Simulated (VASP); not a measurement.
Input of a VASP 6.6.1 run:

INCAR

```
SYSTEM = SiO2
PREC     = Accurate       ! precision mode
ENCUT    = 520            ! plane-wave cutoff, eV
EDIFF    = 1E-8           ! SCF threshold, eV
ISMEAR   = 0              ! smearing method
SIGMA    = 0.01           ! smearing width, eV
LREAL    = Auto         
LASPH    = .TRUE.         ! aspherical terms in the spheres
NELM     = 60             ! most SCF steps
ALGO     = Normal         ! electronic algorithm
ISIF     = 2              ! what is computed and relaxed
LWAVE    = .FALSE.        ! write WAVECAR
LCHARG   = .FALSE.        ! write CHGCAR
GGA      = PE             ! functional
LEFG     = .TRUE.       
NBANDS   = 82             ! bands
```

The input KPOINTS:

```
regular mesh
0
G
  4 4 4
  0 0 0
```

POSCAR

```
SiO2
1.0
    0.0000000000      5.0462000000      4.4946000000
    4.0970000000      0.0000000000      4.4946000000
    4.0970000000      5.0462000000      0.0000000000
Si O
8 16
Direct
    0.2012040125      0.0487959875      0.9512040125
    0.7012040125      0.5487959875      0.4512040125
    0.2987959875      0.4512040125      0.0487959875
    0.7987959875      0.9512040125      0.5487959875
    0.7987959875      0.9512040125      0.0487959875
    0.2987959875      0.4512040125      0.5487959875
    0.2012040125      0.0487959875      0.4512040125
    0.7012040125      0.5487959875      0.9512040125
    0.4027988700      0.5171693366      0.2144124150
    0.9027988700      0.0171693366      0.7144124150
    0.2671693366      0.1527988700      0.6156193785
    0.7671693366      0.6527988700      0.1156193785
    0.3656193785      0.7144124150      0.5171693366
    0.8656193785      0.2144124150      0.0171693366
    0.4644124150      0.1156193785      0.1527988700
    0.9644124150      0.6156193785      0.6527988700
    0.0972011300      0.9828306634      0.2855875850
    0.5972011300      0.4828306634      0.7855875850
    0.2328306634      0.3472011300      0.8843806215
    0.7328306634      0.8472011300      0.3843806215
    0.1343806215      0.7855875850      0.9828306634
    0.6343806215      0.2855875850      0.4828306634
    0.0355875850      0.3843806215      0.3472011300
    0.5355875850      0.8843806215      0.8472011300
```

Potentials or basis: VASP PAW PBE potentials, release 64 (Si, O).

Run with:

```console
$ cat potpaw_PBE.64/Si/POTCAR potpaw_PBE.64/O/POTCAR > POTCAR
$ mpirun -np 1 vasp_std > vasp.out
```

**Question.** What does it give for the largest force?

**Answer.** 0.029 eV/Å.

**Question.** What does it give for the band gap on the k mesh?

**Answer.** 5.59 eV.

**Question.** Estimate the pressure.

**Answer.** 5.7 GPa.

Stress tensor (GPa, compression positive):
```
4.55 0.00 0.00
0.00 5.91 0.00
0.00 0.00 6.66
```

Caveat: the cell stands under pressure; without QUAD_EFG the Cq values of the log hold for a quadrupole moment of 1 mb, not for the nuclei.
